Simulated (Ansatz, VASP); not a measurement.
## Two plane-wave programs on ZnO

POSCAR

```
ZnO
1.0
    0.0000000000      2.1158467879      2.1562557145
    2.1158467879      0.0000000000      2.1562557145
    2.1158467879      2.1158467879      0.0000000000
Zn O
1 1
Direct
    0.0000000000      0.0000000000      0.0000000000
    0.5000000000      0.5000000000      0.5000000000
```

The input INCAR.step1:

```
PREC = Accurate
ENCUT = 910
ISMEAR = 0
SIGMA = 0.01
LREAL = F
LASPH = T
NELM = 120
NBANDS = 16
GGA = PE
ALGO = Normal
EDIFF = 1E-5
LWAVE = T
LCHARG = F
GGA_COMPAT = F
```

File INCAR.step2:

```
PREC = Accurate
ENCUT = 910
EDIFF = 1E-6
ISMEAR = 0
SIGMA = 0.01
LREAL = F
LASPH = T
NELM = 120
ALGO = Normal
ISIF = 2
LWAVE = F
LCHARG = T
METAGGA = R2SCAN
LMIXTAU = T
LELF = T
LVHAR = T
NBANDS = 16
ISTART = 1
GGA_COMPAT = F
```

KPOINTS

```
regular mesh
0
Gamma
  10 10 10
```

Input for Ansatz:

```yaml
crystal:
  lattice:
    - [0.0, 2.1158467879, 2.1562557145]
    - [2.1158467879, 0.0, 2.1562557145]
    - [2.1158467879, 2.1158467879, 0.0]
  atoms:
    - { symbol: Zn, position: [0.0, 0.0, 0.0] }
    - { symbol: O, position: [0.5, 0.5, 0.5] }
kpoints:
  mp_grid: { grid: [10, 10, 10] }
  band_path:
    path:
      - [0.0, 0.0, 0.0]
      - [0.5, 0.0, 0.5]
      - [0.625, 0.25, 0.625]
      - [0.375, 0.375, 0.75]
      - [0.5, 0.5, 0.5]
      - [0.5, 0.25, 0.75]
    npoints: 1
hamiltonian:
  xc: r2scan
scf:
  occupations: { method: fixed }
  n_extra_bands: 4
output:
  forces: true
  stress: true
  eigenvalues: true
```

Change from the starting cell: epitaxial_xy strain -0.8%.

Alike in both runs: task single point; functional r2SCAN; k mesh 10 × 10 × 10; no spin polarisation.

|  | VASP | Ansatz |
| --- | --- | --- |
| version | VASP 6.6.1 | Ansatz 0.2.0 |
| potentials or method | VASP PAW PBE potentials, release 64 (Zn, O_h) | plane waves, PAW |
| plane-wave cutoff (eV) | 910 | 500 |
| occupations | gaussian, width 0.01 eV | fixed |
| valence electrons in the cell | 18 | 18 |

Ansatz gave:

| Quantity | Value |
| --- | --- |
| gap on the k mesh at the Fermi level (eV) | 1.54 |

What did VASP give for the same quantities?

gap on the k mesh at the Fermi level (eV): 1.52.

VASP's potentials were made for PBE, not for r2SCAN.

Noted on VASP's run: the cutoff is short for stress, so the pressure is rough.
